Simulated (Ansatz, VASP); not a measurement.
**HfC in VASP and in Ansatz**

The input INCAR:

```
PREC = Accurate
ENCUT = 520
EDIFF = 1E-7
ISMEAR = 0
SIGMA = 0.05
LREAL = F
LASPH = T
NELM = 80
ALGO = Normal
ISIF = 2
LWAVE = F
LCHARG = T
GGA = PE
LELF = T
LVHAR = T
NBANDS = 22
```

The input KPOINTS:

```
regular mesh
0
Gamma
  12 12 6
```

POSCAR

```
HfC
1.0
    3.8514406728      0.0000000000      0.0000000000
   -1.9257203364      3.3354454638      0.0000000000
    0.0000000000      0.0000000000      4.6430899925
Hf C
2 2
Direct
    0.6796488217      0.3333333333      0.0665890361
    0.3333333333      0.6666666667      0.5665890361
    0.6666666667      0.3333333333      0.5586109639
    0.3333333333      0.6666666667      0.0586109639
```

Input for Ansatz:

```yaml
crystal:
  lattice:
    - [3.8514406728, 0.0, 0.0]
    - [-1.9257203364, 3.3354454638, 0.0]
    - [0.0, 0.0, 4.6430899925]
  atoms:
    - { symbol: Hf, position: [0.6796488217, 0.3333333333, 0.0665890361] }
    - { symbol: Hf, position: [0.3333333333, 0.6666666667, 0.5665890361] }
    - { symbol: C, position: [0.6666666667, 0.3333333333, 0.5586109639] }
    - { symbol: C, position: [0.3333333333, 0.6666666667, 0.0586109639] }
basis:
  ecutwfc: 420
  ecutrho_ratio: 4
kpoints:
  mp_grid: { grid: [12, 12, 6] }
hamiltonian:
  xc: pbe
scf:
  occupations: { method: gaussian, width: 0.05 }
output:
  forces: true
  stress: true
  eigenvalues: true
```

Alike in both runs: task single point; functional PBE; k mesh 12 × 12 × 6; occupations gaussian, width 0.05 eV; no spin polarisation.

|  | VASP | Ansatz |
| --- | --- | --- |
| version | VASP 6.6.1 | Ansatz 0.2.0 |
| potentials or method | VASP PAW PBE potentials, release 64 (Hf_pv, C), cutoff 520 eV | scalar-relativistic, plane waves, PAW |
| valence electrons in the cell | 28 | 60 |

```tsv
	VASP	Ansatz	Ansatz less VASP
gap on the k mesh at the Fermi level (eV)	none	none	-
pressure (GPa)	-0.4	0.1	+0.51
traceless stress, the component that is largest in VASP (GPa)	1.65	1.66	+0.009
rms of the force components (eV/Å)	0.278	0.277	-0.0004
```

Atom by atom the forces differ by 0.001 eV/Å (rms over components). A gap of «none» marks a metal or a gap that the smearing closes. VASP's potentials hold 28 valence electrons a cell and Ansatz's 60, so a difference there can come from the potentials and not from the codes.

Spin-orbit coupling is off throughout.
